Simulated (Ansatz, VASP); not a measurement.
# One calculation of NaF, two programs

POSCAR

```
NaF
1.0
    0.0287146011      2.2971680842      2.2971680842
    2.2971680842      0.0287146011      2.2971680842
    2.3258826852      2.3258826852     -0.0000000001
Na F
1 1
Direct
    0.0000000000      0.0000000000      0.0000000000
    0.5000000000      0.5000000000      0.5000000000
```

INCAR.step1

```
PREC = Accurate
ENCUT = 520
ISMEAR = 0
SIGMA = 0.01
LREAL = False
LASPH = True
NELM = 80
NBANDS = 14
GGA = PE
ALGO = Normal
EDIFF = 1E-4
LWAVE = True
LCHARG = False
```

INCAR.step2

```
PREC = Accurate
ENCUT = 520
EDIFF = 1E-6
ISMEAR = 0
SIGMA = 0.01
LREAL = False
LASPH = True
NELM = 80
ALGO = Normal
ISIF = 2
LWAVE = False
LCHARG = False
METAGGA = R2SCAN
LMIXTAU = True
NBANDS = 14
ISTART = 1
```

The input KPOINTS:

```
regular mesh
0
Gamma
  10 10 10
```

Input for Ansatz:

```yaml
crystal:
  lattice:
    - [0.0287146011, 2.2971680842, 2.2971680842]
    - [2.2971680842, 0.0287146011, 2.2971680842]
    - [2.3258826852, 2.3258826852, -1.0e-10]
  atoms:
    - { symbol: Na, position: [0.0, 0.0, 0.0] }
    - { symbol: F, position: [0.5, 0.5, 0.5] }
kpoints:
  mp_grid: { grid: [10, 10, 10] }
  band_path:
    path:
      - [0.0, 0.0, 0.0]
      - [0.5, 0.0, 0.5]
      - [0.625, 0.25, 0.625]
      - [0.375, 0.375, 0.75]
      - [0.5, 0.5, 0.5]
      - [0.5, 0.25, 0.75]
    npoints: 1
hamiltonian:
  xc: r2scan
scf:
  occupations: { method: fixed }
  n_extra_bands: 4
output:
  forces: true
  stress: true
  eigenvalues: true
```

Change from the starting cell: shear_xy strain +2.5%.

Alike in both runs: task single point; functional r2SCAN; k mesh 10 × 10 × 10; no spin polarisation.

|  | VASP | Ansatz |
| --- | --- | --- |
| version | VASP 6.6.1 | Ansatz 0.2.0 |
| potentials or method | VASP PAW PBE potentials, release 64 (Na_pv, F) | plane waves, PAW |
| plane-wave cutoff (eV) | 520 | 500 |
| occupations | gaussian, width 0.01 eV | fixed |
| valence electrons in the cell | 14 | 16 |

VASP gave:

```
gap on the k mesh at the Fermi level (eV)                     : 7.28
pressure (GPa)                                                : -0.7
traceless stress, the component that is largest in VASP (GPa) : -0.70
```

Task: Estimate Ansatz's values.

Result: gap on the k mesh at the Fermi level (eV): 7.24; pressure (GPa): 0.0; traceless stress, the component that is largest in VASP (GPa): -0.72.

VASP's potentials were made for PBE, not for r2SCAN. VASP's potentials hold 14 valence electrons a cell and Ansatz's 16, so a difference there can come from the potentials and not from the codes.
